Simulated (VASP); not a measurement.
# La16HO24 (a cell with a defect) in VASP: further runs

The runs below take La16HO24 (a cell with a defect) through single point, with PBE.

Everything below comes from runs of VASP 6.6.1. Logs are shortened: lines on timing, memory, paths and dates and some standing lists are left out, and cuts for length are marked.

## (1) The cell of the first run

The cell holds a defect, 41 atoms: a = 7.881 Å, b = 7.881 Å, c = 12.376 Å, α = 90.00°, β = 90.00°, γ = 120.00°.

## (2) Single point, PBE

File INCAR:

```
ALGO = Normal
EDIFF = 1E-6
ENCUT = 520
GGA = PE
GGA_COMPAT = F
ISIF = 2
ISMEAR = -1
ISYM = -1
LASPH = T
LCHARG = F
LMAXMIX = 6
LREAL = Auto
LWAVE = F
NBANDS = 186
NELECT = 322.0
NELM = 200
PREC = Accurate
SIGMA = 0.01
```

File KPOINTS:

```
explicit points
1
Reciprocal
  0.25000000   0.25000000   0.25000000 1
```

File POSCAR:

```
La16HO24
1.0
    7.8811453700     -0.0000000600      0.0000000000
   -3.9405726400      6.8252721300      0.0000000000
    0.0000000000      0.0000000000     12.3757188400
La O H
16 24 1
Direct
    0.3382758577      0.1745302247      0.3718905966
    0.1743413192      0.3381838029      0.1280928374
    0.3336447027      0.1626227592      0.8752942713
    0.1626906896      0.3332809654      0.6248164682
    0.3405410818      0.6598480290      0.3717232057
    0.1670339285      0.8331769204      0.1187615667
    0.3337773595      0.6665573914      0.8755015583
    0.1655478708      0.8347304937      0.6186241338
    0.8333354402      0.1669951540      0.3812664869
    0.6597341034      0.3403028156      0.1282562203
    0.8350087325      0.1654960500      0.8814738371
    0.6666486406      0.3335946174      0.6245738337
    0.8259176923      0.6619451662      0.3718842568
    0.6619614987      0.8255781383      0.1281157341
    0.8377699963      0.6668965696      0.8753050662
    0.6667778522      0.8375225262      0.6247895978
    0.3253631054      0.1514971082      0.1755421153
    0.1515902990      0.3254321176      0.3243861036
    0.0036167371     -0.0034442093     -0.0068663895
    0.3343947913      0.1663561672      0.6762683638
    0.1665503136      0.3342181640      0.8238643271
   -0.0030561196      0.0038508570      0.5069045750
    0.3274641894      0.6726906550      0.1754028533
    0.1663763590      0.8338973952      0.3311862642
    0.0042290028      0.5063149030     -0.0063514121
    0.3346354771      0.6656411203      0.6765689633
    0.1664305773      0.8338268462      0.8185355672
   -0.0036482207      0.4937854037      0.5063919430
    0.8337865406      0.1661716266      0.1687908340
    0.6729012670      0.3274749113      0.3246403538
    0.4938046617     -0.0036334201     -0.0063604044
    0.8339060592      0.1662830366      0.6815343506
    0.6658970775      0.3346008996      0.8235500726
    0.5063468044      0.0036362092      0.5064798951
    0.8486913026      0.6746625746      0.1755022212
    0.6749032452      0.8486436890      0.3245207687
    0.5011641388      0.4994098369      0.0027907621
    0.8338915129      0.6659720619      0.6761675050
    0.6661303441      0.8338245483      0.8238647505
    0.4991874720      0.5006484306      0.4972107072
   -0.4999196291     -0.4999726837      0.2500447591
```

Potentials or basis: VASP PAW PBE potentials, release 64 (La, O, H).

Launch:

```bash
cat potpaw_PBE.64/La/POTCAR potpaw_PBE.64/O/POTCAR potpaw_PBE.64/H/POTCAR > POTCAR
mpirun -np 1 vasp_std > vasp.out
```

OUTCAR:

```text
EDIFF = 1E-6
   ENCUT = 520
   GGA = PE
   ISIF = 2
   ISMEAR = -1
   ISYM = -1
   LASPH = T
   LREAL = Auto
   NELECT = 322.0
   NELM = 200
   PREC = Accurate

 ion  position               nearest neighbor table
   1  0.338  0.175  0.372-  30 2.36  24 2.38  18 2.38  17 2.44  40 2.71
   2  0.174  0.338  0.128-  23 2.36  29 2.38  17 2.38  18 2.43  37 2.72
   3  0.334  0.163  0.875-  27 2.35  33 2.36  21 2.40  20 2.46  31 2.67  19 2.68  37 2.79
   4  0.163  0.333  0.625-  32 2.35  26 2.36  20 2.40  21 2.46  28 2.67  22 2.68  40 2.79
   5  0.341  0.660  0.372-  36 2.36  18 2.36  24 2.43  23 2.44  40 2.67
   6  0.167  0.833  0.119-  35 2.28  17 2.28  23 2.30  24 2.63  31 2.72  25 2.72  19 2.72
   7  0.334  0.667  0.876-  21 2.36  39 2.36  27 2.39  26 2.46  25 2.68  31 2.68  37 2.77
   8  0.166  0.835  0.619-  38 2.37  20 2.37  26 2.42  27 2.47  22 2.69  34 2.71  28 2.71
   9  0.833  0.167  0.381-  18 2.28  36 2.28  30 2.30  29 2.63  28 2.72  34 2.72  22 2.72
  10  0.660  0.340  0.128-  35 2.36  17 2.36  29 2.43  30 2.44  37 2.67
  11  0.835  0.165  0.881-  21 2.37  39 2.37  33 2.42  32 2.47  19 2.69  25 2.71  31 2.71
  12  0.667  0.334  0.625-  20 2.36  38 2.36  32 2.39  33 2.46  28 2.68  34 2.68  40 2.77
  13  0.826  0.662  0.372-  30 2.36  24 2.38  36 2.38  35 2.44  40 2.72
  14  0.662  0.826  0.128-  23 2.36  29 2.38  35 2.38  36 2.44  37 2.71
  15  0.838  0.667  0.875-  27 2.35  33 2.36  39 2.40  38 2.46  25 2.67  19 2.68  37 2.79
  16  0.667  0.838  0.625-  32 2.35  26 2.36  38 2.40  39 2.46  34 2.67  22 2.68  40 2.79
  17  0.325  0.151  0.176-   6 2.28  10 2.36   2 2.38   1 2.44
[... 4 lines left out ...]
  22  0.997  0.004  0.507-   4 2.68  16 2.68   8 2.69   9 2.72
[... 12 lines left out ...]
  35  0.849  0.675  0.176-   6 2.28  10 2.36  14 2.38  13 2.44
  36  0.675  0.849  0.325-   9 2.28   5 2.36  13 2.38  14 2.44
  37  0.501  0.499  0.003-  10 2.67  14 2.71   2 2.72   7 2.77  15 2.79   3 2.79
  38  0.834  0.666  0.676-  12 2.36   8 2.37  16 2.40  15 2.46
  39  0.666  0.834  0.824-   7 2.36  11 2.37  15 2.40  16 2.46
  40  0.499  0.501  0.497-   5 2.67   1 2.71  13 2.72  12 2.77   4 2.79  16 2.79
  41  0.500  0.500  0.250-

IMPORTANT INFORMATION: All symmetrisations will be switched off!
NOSYMM: (Re-)initialisation of all symmetry stuff for point group C_1.

----------------------------------------------------------------------------------------

                                     Primitive cell

  volume of cell :     665.7018

  direct lattice vectors                    reciprocal lattice vectors
     7.881145370 -0.000000060  0.000000000     0.126885111  0.073257152  0.000000000
    -3.940572640  6.825272130  0.000000000     0.000000001  0.146514305  0.000000000
     0.000000000  0.000000000 12.375718840     0.000000000  0.000000000  0.080803387

  length of vectors
[... 128 lines left out ...]
   PSTRESS=    0.0 pullay stress
   NELECT =     322.0000    total number of electrons
   NUPDOWN=      -1.0000    fix difference up-down
   EMIN   =  10.00;   EMAX   =-10.00  energy-range for DOS
   EFERMI =   0.00;   METHOD = LEGACY
   ISMEAR =    -1;   SIGMA  =   0.01  broadening in eV -4-tet -1-fermi 0-gaus
   EFERMI_NEDOS =   21; number of points for ismear=-14 and -15
   IALGO  =     38    algorithm
   IMIX   =      4    mixing-type and parameters
     AMIX     =   0.40;   BMIX     =  1.00
     AMIX_MAG =   1.60;   BMIX_MAG =  1.00
  volume/ion in A,a.u.               =      16.24       109.57
  Fermi-wavevector in a.u.,A,eV,Ry     =   1.285090  2.428468 22.469427  1.651456
  Thomas-Fermi vector in A             =   2.417245
   LORBIT       =      0    0 simple, 1 ext, 2 COOP (PROOUT), +10 PAW based schemes
   GGA     = PE    functional components
   LHFCALC =     F    Hartree Fock is set to
   AEXX    =    0.0000 exact exchange contribution
   IVDW    =     0    specifies the selected vdW correction
   LEPSILON=     F    determine dielectric tensor
   LRPA    =     F    only Hartree local field effects (RPA)
 non-spin polarized calculation
  energy-cutoff  :      520.00
  volume of cell :      665.70
 maximum number of plane-waves:     17910
 NGX is ok and might be reduce to    60
   NGX = 29   NGY = 29   NGZ = 47

 number of electron     321.9999957 magnetization

 Free energy of the ion-electron system (eV)
  ---------------------------------------------------
  ext. energy  EPLUGINS =         0.00000000
  ---------------------------------------------------
  free energy    TOTEN  =      -329.63181033 eV

  energy without entropy =     -329.63181033  energy(sigma->0) =     -329.63181033

 E-fermi :   6.9428     XC(G=0): -10.4503

 val. band max:        6.6247997102   @ k =   0.2500   0.2500   0.2500
 cond. band min:       9.8639474796   @ k =   0.2500   0.2500   0.2500
 fundamental gap:      3.2391477694
 Fermi energy:         6.9428486425

 k-point     1 :       0.2500    0.2500    0.2500
  band No.  band energies     occupation
      1     -24.0284      2.00000
      2     -23.9634      2.00000
      3     -23.9533      2.00000
      4     -23.9332      2.00000
      5     -23.9029      2.00000
      6     -23.8960      2.00000
[... 165 lines left out ...]
    172      10.4513      0.00000
    173      10.4779      0.00000
 [bands above 173 left out]

------------------------ aborting loop because EDIFF is reached ----------------------------------------

  FORCE on cell =-STRESS in cart. coord.  units (eV):
  Direction    XX          YY          ZZ          XY          YZ          ZX
  --------------------------------------------------------------------------------------
  -------------------------------------------------------------------------------------
  Total        9.8496549     11.0169874     10.1526235      1.1153548     -0.2493133      0.3877527
  in kB       23.7056494     26.5151258     24.4348188      2.6843794     -0.6000345      0.9332235
  external PRESSURE =      24.8851980 kB  Pullay stress =       0.0000000 kB

 VOLUME and BASIS-vectors are now :
 -----------------------------------------------------------------------------
  energy-cutoff  :      520.00
  volume of cell :      665.70
      direct lattice vectors                 reciprocal lattice vectors
     7.881145370 -0.000000060  0.000000000     0.126885111  0.073257152  0.000000000
    -3.940572640  6.825272130  0.000000000     0.000000001  0.146514305  0.000000000
     0.000000000  0.000000000 12.375718840     0.000000000  0.000000000  0.080803387

 POSITION                                       TOTAL-FORCE (eV/Angst)
 -----------------------------------------------------------------------------------
      1.97825      1.19122      4.60241         0.004812      0.008742     -0.015687
      0.04137      2.30820      1.58524         0.003479      0.005156      0.018854
      1.98868      1.10994     10.83240         0.004608     -0.004754     -0.014670
     -0.03113      2.27473      7.73255        -0.006410      0.001660      0.009861
      0.08367      4.50364      4.60034         0.008816     -0.008355     -0.014914
     -1.96678      5.68666      1.46976        -0.010518      0.008100      0.015666
[... 33 lines left out ...]
      1.96133      3.41706      6.15334        -0.003469      0.002523      0.002344
      1.97081      3.41282      3.09448         0.002328      0.001476     -0.000596
 -----------------------------------------------------------------------------------
    total drift:                                0.001750      0.004053     -0.000684

  FREE ENERGIE OF THE ION-ELECTRON SYSTEM (eV)
  ---------------------------------------------------
  free  energy   TOTEN  =      -329.6318103255 eV

  energy  without entropy=     -329.6318103255  energy(sigma->0) =     -329.63181033
```

stdout:

```text
POSCAR found type information on POSCAR LaO H
 POSCAR found :  3 types and      41 ions
 scaLAPACK will be used
 LDA part: xc-table for (Slater+PW92), standard interpolation
 POSCAR, INCAR and KPOINTS ok, starting setup
 FFT: planning ... GRIDC
 FFT: planning ... GRID_SOFT
 FFT: planning ... GRID
 WAVECAR not read
 entering main loop
 the old and the new charge density differ
 old charge density:   321.00000 new  321.99999
    0.387E+01
```

It took 6.2 min on 1 thread of Intel Xeon 6975P-C (Granite Rapids), shared host; peak memory 0.75 GiB.

Results:

- Free energy: -329.6318 eV
- Largest force: 0.024 eV/Å

Forces in eV/Å, atoms in the order of the input:
```
La   0.005  0.009 -0.016
La   0.003  0.005  0.019
La   0.005 -0.005 -0.015
La  -0.006  0.002  0.010
La   0.009 -0.008 -0.015
La  -0.011  0.008  0.016
La   0.005 -0.003 -0.014
La  -0.002  0.000  0.017
La   0.013 -0.006 -0.014
La  -0.009  0.002  0.023
La  -0.002 -0.003 -0.022
La  -0.004  0.005  0.014
La  -0.004 -0.009 -0.016
La  -0.004 -0.005  0.019
La   0.003 -0.003 -0.019
La  -0.002  0.006  0.014
O    0.007 -0.009 -0.004
O   -0.013 -0.001  0.006
O   -0.002  0.000 -0.005
O    0.001 -0.002 -0.009
O   -0.001  0.003  0.008
O    0.003 -0.001  0.004
O    0.000  0.000  0.004
O   -0.005  0.004  0.010
O    0.001 -0.003  0.002
O    0.002 -0.004 -0.008
O    0.004  0.001  0.000
O   -0.003  0.003 -0.002
O    0.008 -0.004 -0.011
O   -0.003  0.000 -0.006
O    0.005  0.000  0.000
O   -0.001  0.000  0.002
O   -0.001  0.002  0.010
O   -0.003  0.003 -0.004
O    0.010  0.002 -0.001
O   -0.003  0.011  0.001
O    0.000 -0.001  0.000
O    0.001 -0.005 -0.007
O   -0.003  0.002  0.008
O   -0.003  0.003  0.002
H    0.002  0.001 -0.001
```

Caveat: the cell carries a net charge on a neutralising background, which shifts energy and pressure; the cell is charged against a uniform background, so pressure and absolute levels hang on convention; spin-orbit coupling is left out, which moves the levels of the heavy elements.

(Continued in part 2 of 2.)
